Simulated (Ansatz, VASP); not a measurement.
## Two plane-wave programs on Se

```xyz
3
Lattice="4.4237 0.0000 0.0000 -2.2118 3.8310 0.0000 0.0000 0.0000 5.0188" Properties=species:S:1:pos:R:3 pbc="T T T"
Se    1.7133    2.9675    0.0000
Se   -0.4985    0.8635    3.3459
Se    0.9971    0.0000    1.6729
```

Alike in both runs: task single point; functional revPBE; k mesh 7 × 7 × 6; occupations fermi-dirac, width 0.05 eV; no spin polarisation.

```csv
,VASP,Ansatz
version,VASP 6.6.1,Ansatz 0.2.0
potentials or method,"VASP PAW PBE potentials, release 64 (Se)",Ansatz PAW
plane-wave cutoff (eV),520,420
valence electrons in the cell,18,48
```

```tsv
	VASP	Ansatz	Ansatz less VASP
gap on the k mesh at the Fermi level (eV)	1.21	1.22	+0.009
least direct gap on the mesh (eV)	1.45	1.46	+0.010
pressure (GPa)	1.8	1.8	-0.08
traceless stress, the component that is largest in VASP (GPa)	0.31	0.28	-0.023
rms of the force components (eV/Å)	0.012	0.000	-0.0119
```

VASP's potentials were made for PBE, not for revPBE. Atom by atom the forces differ by 0.012 eV/Å (rms over components). The functional is the same, so the differences come from potentials, cutoffs and numerics. VASP's potentials hold 18 valence electrons a cell and Ansatz's 48, so a difference there can come from the potentials and not from the codes.

Noted on Ansatz's run: odd divisions of the mesh miss points on the zone boundary, where band edges often lie, so the gap on the mesh can be too wide.
